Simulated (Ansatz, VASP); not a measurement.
Given: the input of a run of Ansatz 0.2.0 on FeO.

input.yaml

```yaml
crystal:
  lattice:
    - [-1.602103413, 1.602103413, 2.08339225]
    - [1.602103413, -1.602103413, 2.08339225]
    - [1.602103413, 1.602103413, -2.08339225]
  atoms:
    - { symbol: Fe, position: [0.0, 0.0, 0.0], spin: 2.2 }
    - { symbol: O, position: [0.5, 0.5, 0.0] }
hamiltonian:
  xc: pbe
  pseudopotentials: { kind: paw }
magnetization:
  spin_polarized: true
  initial_magnetization: 2.2
  spin_locking: { lock_magnetization: hard }
kpoints:
  mp_grid: { grid: [10, 10, 10] }
scf:
  occupations: { method: fermi_dirac, width: 0.05 }
  lower_state_search: "off"
output:
  forces: true
  stress: true
  eigenvalues: true
```

Potentials or basis: Ansatz PAW.

Launch:

```sh
$ ansatz run input.yaml --threads 2 --pin off --max-ram 5632MiB --backend cpu --events-out ev --progress --plain --runs-dir out
```

Q: Translate it to VASP 6.6.1. Potentials there: VASP PAW PBE potentials, release 64 (Fe, O).

A: As run (the cutoff follows the program's own potentials):

Contents of INCAR:

```
PREC     = Accurate       # precision mode
ENCUT    = 520            # plane-wave cutoff, eV
EDIFF    = 1E-7           # SCF threshold, eV
ISMEAR   = -1             # smearing method
SIGMA    = 0.05           # smearing width, eV
LREAL    = F              # projectors in reciprocal space
LASPH    = T              # aspherical terms in the spheres
NELM     = 150            # most SCF steps
ALGO     = Normal         # electronic algorithm
ISIF     = 2              # what is computed and relaxed
LWAVE    = F              # write WAVECAR
LCHARG   = F              # write CHGCAR
ISPIN    = 2              # spin polarisation
MAGMOM   = 2.2 0          # initial moments
LORBIT   = 11             # projections on sites
NUPDOWN  = 2.2            # fixed moment
LMAXMIX  = 4              # l up to which the mixer works
GGA      = PE             # functional
NBANDS   = 18             # bands
```

Contents of KPOINTS:

```
regular mesh
0
Gamma
  10 10 10
```

POSCAR

```
FeO
1.0
   -1.6021034130      1.6021034130      2.0833922500
    1.6021034130     -1.6021034130      2.0833922500
    1.6021034130      1.6021034130     -2.0833922500
Fe O
1 1
Direct
    0.0000000000      0.0000000000      0.0000000000
    0.5000000000      0.5000000000      0.0000000000
```

Potentials or basis: VASP PAW PBE potentials, release 64 (Fe, O).

The run is started by

```sh
$ cat potpaw_PBE.64/Fe/POTCAR potpaw_PBE.64/O/POTCAR > POTCAR
$ mpirun -np 1 vasp_std > vasp.out
```

Both were run:

|  | VASP | Ansatz | Ansatz less VASP |
| --- | --- | --- | --- |
| pressure (GPa) | -22.8 | -22.9 | -0.13 |
| traceless stress, the component that is largest in VASP (GPa) | -0.36 | -1.03 | -0.663 |
| net moment per atom (μB) | 1.10 | 1.10 | 0.000 |
| size of the moment on the site where the two differ most (μB) | 2.19 | 2.05 | -0.149 |

Site moments also hang on the region over which each program counts them. The functional is the same, so the differences come from potentials, cutoffs and numerics. VASP's potentials hold 14 valence electrons a cell and Ansatz's 22, so a difference there can come from the potentials and not from the codes.
